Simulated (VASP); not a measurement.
# BAs (rocksalt type) (Fm-3m) in VASP: notebook

Runs on BAs (rocksalt type). Level: LDA. Tasks: single point, relaxation of cell and atoms.

All numbers are computed with VASP 6.6.1; they aren't measurements. Logs are shortened: lines on timing, memory, paths and dates and some standing lists are left out, and cuts for length are marked.

## 1. The cell of the first run

Symmetry: Fm-3m, No. 225, cubic system. The conventional cell has a = 3.956 Å, b = 3.956 Å, c = 3.956 Å, α = 90.00°, β = 90.00°, γ = 90.00°. B (site symmetry m-3m) has 6 As at 1.98 Å within 2.6 Å. As (site symmetry m-3m) has 6 B at 1.98 Å within 2.6 Å.

## 2. Single point, LDA (volume scaled by 0.662, to set the pressure)

Input file INCAR:

```
PREC     = Accurate       # precision mode
ENCUT    = 520            # plane-wave cutoff, eV
EDIFF    = 1E-6           # SCF threshold, eV
ISMEAR   = -1             # smearing method
SIGMA    = 0.08           # smearing width, eV
LREAL    = F              # projectors in reciprocal space
LASPH    = T              # aspherical terms in the spheres
NELM     = 100            # most SCF steps
ALGO     = Normal         # electronic algorithm
ISIF     = 2              # what is computed and relaxed
LWAVE    = F              # write WAVECAR
LCHARG   = F              # write CHGCAR
GGA      = CA             # functional
NBANDS   = 11             # bands
```

Input file KPOINTS:

```
regular mesh
0
Gamma
  18 18 18
```

Input file POSCAR:

```
BAs
1.0
    0.0000000000      1.9779343055      1.9779343055
    1.9779343055      0.0000000000      1.9779343055
    1.9779343055      1.9779343055      0.0000000000
B As
1 1
Direct
    0.0000000000      0.0000000000      0.0000000000
    0.5000000000      0.5000000000      0.5000000000
```

Potentials or basis: VASP PAW LDA potentials, release 64 (B, As).

On the command line:

```console
$ cat potpaw_LDA.64/B/POTCAR potpaw_LDA.64/As/POTCAR > POTCAR
$ mpirun -np 1 vasp_std > vasp.out
```

OUTCAR:

```text
PREC = Accurate
   ENCUT = 520
   EDIFF = 1E-6
   ISMEAR = -1
   LREAL = F
   LASPH = T
   NELM = 100
   ISIF = 2
   GGA = CA

 ion  position               nearest neighbor table
   1  0.000  0.000  0.000-   2 1.98   2 1.98   2 1.98   2 1.98   2 1.98   2 1.98
   2  0.500  0.500  0.500-   1 1.98   1 1.98   1 1.98   1 1.98   1 1.98   1 1.98

  LATTYP: Found a face centered cubic cell.
 ALAT       =     3.9558686110

  Lattice vectors:

 A1 = (   0.0000000000,   1.9779343055,   1.9779343055)
 A2 = (   1.9779343055,   0.0000000000,   1.9779343055)
 A3 = (   1.9779343055,   1.9779343055,   0.0000000000)

Analysis of symmetry for initial positions (statically):
=====================================================================
 Subroutine PRICEL returns:
 Original cell was already a primitive cell.

 Routine SETGRP: Setting up the symmetry group for a
 face centered cubic supercell.

 Subroutine GETGRP returns: Found 48 space group operations
 (whereof 48 operations were pure point group operations)
 out of a pool of 48 trial point group operations.

The static configuration has the point symmetry O_h .

Analysis of symmetry for dynamics (positions and initial velocities):
=====================================================================
 Subroutine PRICEL returns:
 Original cell was already a primitive cell.

 Routine SETGRP: Setting up the symmetry group for a
 face centered cubic supercell.

 Subroutine GETGRP returns: Found 48 space group operations
 (whereof 48 operations were pure point group operations)
 out of a pool of 48 trial point group operations.

The dynamic configuration has the point symmetry O_h .

 Subroutine INISYM returns: Found 48 space group operations
 (whereof 48 operations are pure point group operations),
 and found     1 'primitive' translations

----------------------------------------------------------------------------------------

                                     Primitive cell

  volume of cell :      15.4762

  direct lattice vectors                    reciprocal lattice vectors
     0.000000000  1.977934306  1.977934306    -0.252788982  0.252788982  0.252788982
     1.977934306  0.000000000  1.977934306     0.252788982 -0.252788982  0.252788982
     1.977934306  1.977934306  0.000000000     0.252788982  0.252788982 -0.252788982

  length of vectors
     2.797221520  2.797221520  2.797221520     0.437843361  0.437843361  0.437843361

  position of ions in fractional coordinates (direct lattice)
     0.000000000  0.000000000  0.000000000
     0.500000000  0.500000000  0.500000000

  ion indices of the primitive-cell ions
   primitive index   ion index
                 1           1
                 2           2

----------------------------------------------------------------------------------------

 KPOINTS: regular mesh

Automatic generation of k-mesh.
 Grid dimensions read from file:
 generate k-points for:   18   18   18

 Generating k-lattice:

  Cartesian coordinates                     Fractional coordinates (reciprocal lattice)
    -0.014043832  0.014043832  0.014043832     0.055555556  0.000000000  0.000000000
     0.014043832 -0.014043832  0.014043832     0.000000000  0.055555556  0.000000000
     0.014043832  0.014043832 -0.014043832     0.000000000  0.000000000  0.055555556

  Length of vectors
     0.024324631  0.024324631  0.024324631

  Shift w.r.t. Gamma in fractional coordinates (k-lattice)
     0.000000000  0.000000000  0.000000000

 Subroutine IBZKPT returns following result:
 ===========================================

 Found    195 irreducible k-points:

 Following reciprocal coordinates:
            Coordinates               Weight
  0.000000  0.000000  0.000000      1.000000
  0.055556  0.000000  0.000000      8.000000
  0.111111  0.000000  0.000000      8.000000
  0.166667  0.000000  0.000000      8.000000
  0.222222  0.000000  0.000000      8.000000
  0.277778  0.000000  0.000000      8.000000
[... 16 lines left out ...]
 -0.277778  0.055556  0.000000     24.000000
 -0.222222  0.055556  0.000000     24.000000
 [... further k-points ...]
   k-points           NKPTS =    195   k-points in BZ     NKDIM =    195   number of bands    NBANDS=     11
   number of dos      NEDOS =    301   number of ions     NIONS =      2
   total plane-waves  NPLWV =  13824
   dimension x,y,z NGX =    24 NGY =   24 NGZ =   24
   dimension x,y,z NGXF=    48 NGYF=   48 NGZF=   48
   ions per type =               1   1
   NGX,Y,Z   is equivalent  to a cutoff of  14.26, 14.26, 14.26 a.u.
   NGXF,Y,Z  is equivalent  to a cutoff of  28.53, 28.53, 28.53 a.u.
 SYSTEM =  unknown system
   PREC   = accura    normal or accurate (medium, high low for compatibility)
   ISTART =      0    job   : 0-new  1-cont  2-samecut
   ICHARG =      2    charge: 1-file 2-atom 10-const
   ISPIN  =      1    spin polarized calculation?
   LNONCOLLINEAR =      F non collinear calculations
   LSORBIT =      F    spin-orbit coupling
   LASPH  =      T    aspherical Exc in radial PAW
   ENCUT  =  520.0 eV  38.22 Ry    6.18 a.u.   5.20  5.20  5.20*2*pi/ulx,y,z
   NELM   =    100;   NELMIN=  2; NELMDL= -5     # of ELM steps
   EDIFF  = 0.1E-05   stopping-criterion for ELM
   LREAL  =      F    real-space projection
   EDIFFG = 0.1E-04   stopping-criterion for IOM
   NSW    =      0    number of steps for IOM
   IBRION =     -1    ionic relax: 0-MD 1-quasi-New 2-CG
   NFREE  =      0    steps in history (QN), initial steepest desc. (CG)
   ISIF   =      2    stress and relaxation
   ISYM   =      2    0-nonsym 1-usesym 2-fastsym
   POTIM  = 0.5000    time-step for ionic-motion
   TEBEG  =    0.0;   TEEND  =   0.0 temperature during run
   PSTRESS=    0.0 pullay stress
   NELECT =       8.0000    total number of electrons
   NUPDOWN=      -1.0000    fix difference up-down
   EMIN   =  10.00;   EMAX   =-10.00  energy-range for DOS
   EFERMI =   0.00;   METHOD = LEGACY
   ISMEAR =    -1;   SIGMA  =   0.08  broadening in eV -4-tet -1-fermi 0-gaus
   EFERMI_NEDOS =   21; number of points for ismear=-14 and -15
   IALGO  =     38    algorithm
   IMIX   =      4    mixing-type and parameters
     AMIX     =   0.40;   BMIX     =  1.00
     AMIX_MAG =   1.60;   BMIX_MAG =  1.00
  volume/ion in A,a.u.               =       7.74        52.22
  Fermi-wavevector in a.u.,A,eV,Ry     =   1.313862  2.482838 23.486818  1.726232
  Thomas-Fermi vector in A             =   2.444155
   LORBIT       =      0    0 simple, 1 ext, 2 COOP (PROOUT), +10 PAW based schemes
   GGA     = CA    functional components
   LHFCALC =     F    Hartree Fock is set to
   AEXX    =    0.0000 exact exchange contribution
   IVDW    =     0    specifies the selected vdW correction
   LEPSILON=     F    determine dielectric tensor
   LRPA    =     F    only Hartree local field effects (RPA)
 non-spin polarized calculation
  energy-cutoff  :      520.00
  volume of cell :       15.48
 maximum number of plane-waves:       444
 NGX is ok and might be reduce to    24
   NGX = 11   NGY = 11   NGZ = 11

 number of electron       8.0000000 magnetization

 Free energy of the ion-electron system (eV)
  ---------------------------------------------------
  ext. energy  EPLUGINS =         0.00000000
  ---------------------------------------------------
  free energy    TOTEN  =        -8.64390492 eV

  energy without entropy =       -8.62896825  energy(sigma->0) =       -8.63643658

 E-fermi :  14.4307     XC(G=0): -13.5824

 val. band max:       14.4259083164   @ k =  -0.1111   0.0556   0.0000
 cond. band min:      14.4508002196   @ k =   0.5000   0.2778   0.0000
 fundamental gap:      0.0248919032
 Fermi energy:        14.4307449100

 k-point     1 :       0.0000    0.0000    0.0000
  band No.  band energies     occupation
      1      -7.3401      2.00000
      2      13.9848      1.99244
      3      13.9848      1.99244
      4      13.9848      1.99244
      5      23.5045      0.00000
      6      23.5045      0.00000
      7      23.5045      0.00000
      8      25.5658      0.00000
      9      25.5658      0.00000
     10      25.5658      0.00000
     11      26.0785      0.00000

 k-point     2 :       0.0556    0.0000    0.0000
  band No.  band energies     occupation
      1      -7.2577      2.00000
      2      13.4865      1.99999
      3      13.9587      1.99454
      4      13.9587      1.99454
      5      23.1348      0.00000
      6      23.6415      0.00000
      7      23.6415      0.00000
      8      24.9326      0.00000
      9      24.9326      0.00000
     10      25.2150      0.00000
     11      26.5207      0.00000

 k-point     3 :       0.1111    0.0000    0.0000
  band No.  band energies     occupation
      1      -7.0106      2.00000
      2      12.1794      2.00000
      3      13.8942      1.99756
      4      13.8942      1.99756
      5      22.6277      0.00000
      6      23.2806      0.00000
      7      23.2806      0.00000
      8      24.4919      0.00000
      9      24.4919      0.00000
     10      24.6764      0.00000
     11      27.1732      0.00000

 k-point     4 :       0.1667    0.0000    0.0000
  band No.  band energies     occupation
      1      -6.5992      2.00000
      2      10.4202      2.00000
      3      13.8259      1.99896
      4      13.8259      1.99896
      5      21.9229      0.00000
      6      21.9229      0.00000
      7      22.2802      0.00000
      8      24.1278      0.00000
      9      25.2878      0.00000
     10      25.2878      0.00000
     11      27.8930      0.00000

 k-point     5 :       0.2222    0.0000    0.0000
  band No.  band energies     occupation
      1      -6.0244      2.00000
      2       8.4815      2.00000
      3      13.7930      1.99931
      4      13.7930      1.99931
      5      20.5534      0.00000
      6      20.5534      0.00000
      7      22.0549      0.00000
      8      23.6054      0.00000
      9      26.4542      0.00000
     10      26.4542      0.00000
     11      28.6880      0.00000
[... 211 lines left out ...]
 k-point    21 :      -0.3889    0.0556    0.0000
  band No.  band energies     occupation
      1      -2.9236      2.00000
      2       2.3678      2.00000
      3      12.8823      2.00000
      4      14.6976      0.06872
      5      16.5733      0.00000
      6      17.5538      0.00000
      7      22.1746      0.00000
      8      22.9294      0.00000
      9      30.8071      0.00000
     10      30.9882      0.00000
     11      33.5815      0.00000

 k-point    22 :      -0.3333    0.0556    0.0000
  band No.  band energies     occupation
      1      -3.9936      2.00000
      2       4.0840      2.00000
      3      12.6324      2.00000
      4      14.8785      0.00739
      5      16.9712      0.00000
      6      18.4241      0.00000
      7      22.1361      0.00000
      8      23.2948      0.00000
      9      29.1278      0.00000
     10      29.6677      0.00000
     11      32.2780      0.00000

 k-point    23 :      -0.2778    0.0556    0.0000
  band No.  band energies     occupation
      1      -4.9347      2.00000
      2       5.9441      2.00000
      3      12.5200      2.00000
      4      14.8228      0.01477
      5      17.8587      0.00000
      6      19.4192      0.00000
      7      22.1418      0.00000
      8      23.7391      0.00000
      9      27.4720      0.00000
     10      28.4185      0.00000
     11      31.0075      0.00000

 k-point    24 :      -0.2222    0.0556    0.0000
  band No.  band energies     occupation
      1      -5.7234      2.00000
      2       7.8876      2.00000
      3      12.5394      2.00000
      4      14.7072      0.06118
      5      19.0260      0.00000
      6      20.5165      0.00000
      7      22.1840      0.00000
      8      24.2448      0.00000
      9      26.0611      0.00000
     10      27.2375      0.00000
     11      29.8426      0.00000

 [... further k-points ...]
[... 5 lines left out ...]
  --------------------------------------------------------------------------------------
  -------------------------------------------------------------------------------------
  Total       13.9827052     13.9827052     13.9827052     -0.0000000     -0.0000000      0.0000000
  in kB     1447.5587532   1447.5587532   1447.5587532     -0.0000000     -0.0000000      0.0000000
  external PRESSURE =    1447.5587532 kB  Pullay stress =       0.0000000 kB

 VOLUME and BASIS-vectors are now :
 -----------------------------------------------------------------------------
  energy-cutoff  :      520.00
  volume of cell :       15.48
      direct lattice vectors                 reciprocal lattice vectors
     0.000000000  1.977934306  1.977934306    -0.252788982  0.252788982  0.252788982
     1.977934306  0.000000000  1.977934306     0.252788982 -0.252788982  0.252788982
     1.977934306  1.977934306  0.000000000     0.252788982  0.252788982 -0.252788982

 POSITION                                       TOTAL-FORCE (eV/Angst)
 -----------------------------------------------------------------------------------
      0.00000      0.00000      0.00000         0.000000     -0.000000      0.000000
      1.97793      1.97793      1.97793        -0.000000      0.000000      0.000000
 -----------------------------------------------------------------------------------
    total drift:                                0.000000     -0.000000     -0.000000

  FREE ENERGIE OF THE ION-ELECTRON SYSTEM (eV)
  ---------------------------------------------------
  free  energy   TOTEN  =        -8.6439049186 eV

  energy  without entropy=       -8.6289682506  energy(sigma->0) =       -8.63643658
```

Run time: 12 s. Hardware: 1 thread of Intel Xeon Platinum 8488C (Sapphire Rapids), shared host; peak memory 0.16 GiB.

What came out:

- Free energy: -8.6439 eV
- Pressure: 144.8 GPa
- Band gap on the k mesh: zero (band 4 reaches 15.54 eV, above the bottom of band 5 at 12.47 eV)

Levels at points of the mesh, in eV from the Fermi level:
```csv
k point,band 1,band 2,band 3,band 4,band 5,band 6,band 7,band 8,band 9
"(0.00, 0.00, 0.00)",-21.77,-0.45,-0.45,-0.45,9.07,9.07,9.07,11.14,11.14
"(0.50, 0.00, 0.00)",-15.97,-14.02,0.13,0.13,1.82,1.82,7.37,7.67,17.68
"(0.50, 0.50, 0.00)",-12.82,-12.78,-6.29,-6.29,-1.96,1.68,15.82,15.82,18.07
```

Caveat: the cell differs from its parent crystal (volume scaled by 0.662, to set the pressure).

## 3. Single point, LDA

This run uses another cell than the first one, of 11.69 Å³/atom, 1.511 times its volume.

Input file INCAR:

```
  ALGO = Normal
  EDIFF = 1E-6
  ENCUT = 520
  ISIF = 2
  ISMEAR = -1
  LASPH = True
  LCHARG = False
  LREAL = False
  LWAVE = False
  NBANDS = 11
  NELM = 60
  PREC = Accurate
  SIGMA = 0.08
```

Input file KPOINTS:

```
k-points
0
Gamma
  16 16 16
```

Input file POSCAR:

```
BAs
1.0
    0.0000000000      2.2694774220      2.2694774220
    2.2694774220      0.0000000000      2.2694774220
    2.2694774220      2.2694774220      0.0000000000
B As
1 1
Direct
    0.0000000000      0.0000000000      0.0000000000
    0.5000000000      0.5000000000      0.5000000000
```

Potentials or basis: VASP PAW LDA potentials, release 64 (B, As).

On the command line:

```console
$ cat potpaw_LDA.64/B/POTCAR potpaw_LDA.64/As/POTCAR > POTCAR
$ mpirun -np 1 vasp_std > vasp.out
```

It took 10 s on 1 thread of Intel Xeon Platinum 8488C (Sapphire Rapids), shared host; peak memory 0.16 GiB.

It converged, with:

```yaml
Free_energy: -11.1995 eV
Pressure: 0.7 GPa
Band_gap_on_the_k_mesh: zero (band 4 reaches 9.49 eV, above the bottom of band 5 at 4.79 eV)
```

Levels at points of the mesh, in eV from the Fermi level:
| k point | band 2 | band 3 | band 4 | band 5 | band 6 | band 7 |
| --- | --- | --- | --- | --- | --- | --- |
| (0.00, 0.00, 0.00) | -0.06 | -0.06 | -0.06 | 4.16 | 7.90 | 7.90 |
| (0.50, 0.00, 0.00) | -9.97 | 1.01 | 1.01 | 1.36 | 1.36 | 4.35 |
| (0.50, 0.50, 0.00) | -8.28 | -3.93 | -3.93 | -3.18 | 3.56 | 10.91 |

[end of part 1 of 2]
